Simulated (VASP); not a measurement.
Crystal: GaP.

```
Ga P
1.0
     0.00000    2.71259    2.72540
     2.71259    0.00000    2.72540
     2.71259    2.71259    0.00000
Ga P
1 1
Direct
  0.00000 0.00000 0.00000
  0.25000 0.25000 0.25000
```

This cell differs from its parent crystal: biaxial xy strain -0.5%.

Base run:

```yaml
Program: VASP 6.6.1
Functional: r2SCAN
Potentials_or_basis: VASP PAW PBE potentials, release 64 (Ga_d, P)
Cutoff: 520 eV
k_mesh: 8 × 8 × 8
Occupations: gaussian, width 0.01 eV
Spin: no spin polarisation
```

Its results: band gap on the k mesh 1.86 eV, indirect (least direct gap 2.42 eV); pressure 0.8 GPa.

Question: The run is repeated on the same cell with these changes: functional from r2SCAN to PBE; occupations from gaussian, width 0.01 eV to fermi-dirac, width 0.02 eV. What comes out?

Answer: Band gap on the k mesh 1.60 eV, indirect (least direct gap 1.89 eV); pressure 3.2 GPa.

Caveats: the PAW data sets were made with another functional, which shifts forces and pressure a little (some runs).

A k mesh can miss the band edges.
